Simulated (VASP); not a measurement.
Set up this calculation in VASP 6.6.1, as the native input.

* Task: single point
* Functional: PBE
* Potentials or basis: VASP PAW PBE potentials, release 64 (Ga_d, P)
* Cutoff: 520 eV
* k mesh: 4 × 4 × 4
* Occupations: gaussian, width 0.1 eV
* Spin: no spin polarisation
* Dipole correction: no
* Further INCAR settings: ALGO = Normal; EDIFF = 1e-06; NBANDS = 66

The structure of GaP lies in POSCAR:

```
GaP
1.0
    6.7812673676      0.0000000000      0.0000000000
    0.0000000000      6.7812673676      0.0000000000
    0.0000000000      0.0000000000      6.7812673676
Ga P
6 6
Direct
    0.7500000000      0.5000000000      0.0000000000
    0.5000000000      0.0000000000      0.7500000000
    0.0000000000      0.7500000000      0.5000000000
    0.0000000000      0.2500000000      0.5000000000
    0.2500000000      0.5000000000      0.0000000000
    0.5000000000      0.0000000000      0.2500000000
    0.5000000000      0.7500000000      0.0000000000
    0.7500000000      0.0000000000      0.5000000000
    0.0000000000      0.5000000000      0.7500000000
    0.2500000000      0.0000000000      0.5000000000
    0.0000000000      0.5000000000      0.2500000000
    0.5000000000      0.2500000000      0.0000000000
```

The cell was generated, and may not be a known phase.

One way to write it, as run:

INCAR

```
SYSTEM = GaP
ALGO     = Normal         ! electronic algorithm
EDIFF    = 1E-6           ! SCF threshold, eV
ENCUT    = 520            ! plane-wave cutoff, eV
GGA      = PE             ! functional
ISIF     = 2              ! what is computed and relaxed
ISMEAR   = 0              ! smearing method
LASPH    = .TRUE.         ! aspherical terms in the spheres
LCHARG   = .TRUE.         ! write CHGCAR
LELF     = .TRUE.         ! ELF
LREAL    = .FALSE.        ! projectors in reciprocal space
LVHAR    = .TRUE.       
LWAVE    = .FALSE.        ! write WAVECAR
NBANDS   = 66             ! bands
NELM     = 80             ! most SCF steps
PREC     = Accurate       ! precision mode
SIGMA    = 0.1            ! smearing width, eV
```

KPOINTS

```
k-points
0
G
  4 4 4
  0 0 0
```

Potentials or basis: VASP PAW PBE potentials, release 64 (Ga_d, P).

Command:

```bash
$ cat potpaw_PBE.64/Ga_d/POTCAR potpaw_PBE.64/P/POTCAR > POTCAR
$ mpirun -np 1 vasp_std > vasp.out
```

Results of the run:

```
Pressure               : 0.1 GPa
Band gap on the k mesh : 0.99 eV (least direct gap 1.10 eV)
```

Run time: 4.3 min on 1 thread of Intel(R) Xeon(R) Platinum 8375C CPU @ 2.90GHz (Ice Lake) (shared host), peak memory 0.42 GiB.
